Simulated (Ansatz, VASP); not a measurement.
## CoO in VASP and in Ansatz

The input INCAR:

```
SYSTEM = CoO
PREC = Accurate
ENCUT = 520
EDIFF = 1E-6
ISMEAR = 0
SIGMA = 0.05
LREAL = .FALSE.
LASPH = .TRUE.
NELM = 150
ALGO = Normal
ISIF = 2
LWAVE = .FALSE.
LCHARG = .FALSE.
ISPIN = 2
MAGMOM = 2.77 0
LORBIT = 11
LMAXMIX = 4
GGA = PE
NBANDS = 18
```

KPOINTS

```
Automatic mesh
0
G
  14 14 14
  0 0 0
```

Contents of POSCAR:

```
CoO
1.0
    0.0000000000      2.1235103468      2.1235103468
    2.1235103468      0.0000000000      2.1235103468
    2.1235103468      2.1235103468      0.0000000000
Co O
1 1
Direct
    0.0000000000      0.0000000000      0.0000000000
    0.5000000000      0.5000000000      0.5000000000
```

Input for Ansatz:

```yaml
crystal:
  lattice:
    - [0.0, 2.1235103468, 2.1235103468]
    - [2.1235103468, 0.0, 2.1235103468]
    - [2.1235103468, 2.1235103468, 0.0]
  atoms:
    - { symbol: Co, position: [0.0, 0.0, 0.0], spin: 2.77 }
    - { symbol: O, position: [0.5, 0.5, 0.5] }
basis:
  ecutwfc: 420
  ecutrho_ratio: 4
kpoints:
  mp_grid: { grid: [14, 14, 14] }
hamiltonian:
  xc: pbe
scf:
  occupations: { method: gaussian, width: 0.05 }
output:
  forces: true
  stress: true
  eigenvalues: true
  populations: true
magnetization:
  spin_polarized: true
```

Alike in both runs: task single point; functional PBE; k mesh 14 × 14 × 14; occupations gaussian, width 0.05 eV; collinear spin.

|  | VASP | Ansatz |
| --- | --- | --- |
| version | VASP 6.6.1 | Ansatz 0.2.0 |
| potentials or method | VASP PAW PBE potentials, release 64 (Co, O), cutoff 520 eV | scalar-relativistic, plane waves, PAW |
| valence electrons in the cell | 15 | 23 |

```csv
,VASP,Ansatz,Ansatz less VASP
gap on the k mesh at the Fermi level (eV),none,none,-
pressure (GPa),-0.3,0.3,+0.53
net moment per atom (μB),1.46,1.48,+0.017
size of the moment on the site where the two differ most (μB),2.56,2.51,-0.058
```

Site moments also hang on the region over which each program counts them. A gap of «none» marks a metal or a gap that the smearing closes. With one functional, cell and mesh, what is left measures potentials, basis and numerics. VASP's potentials hold 15 valence electrons a cell and Ansatz's 23, so a difference there can come from the potentials and not from the codes.
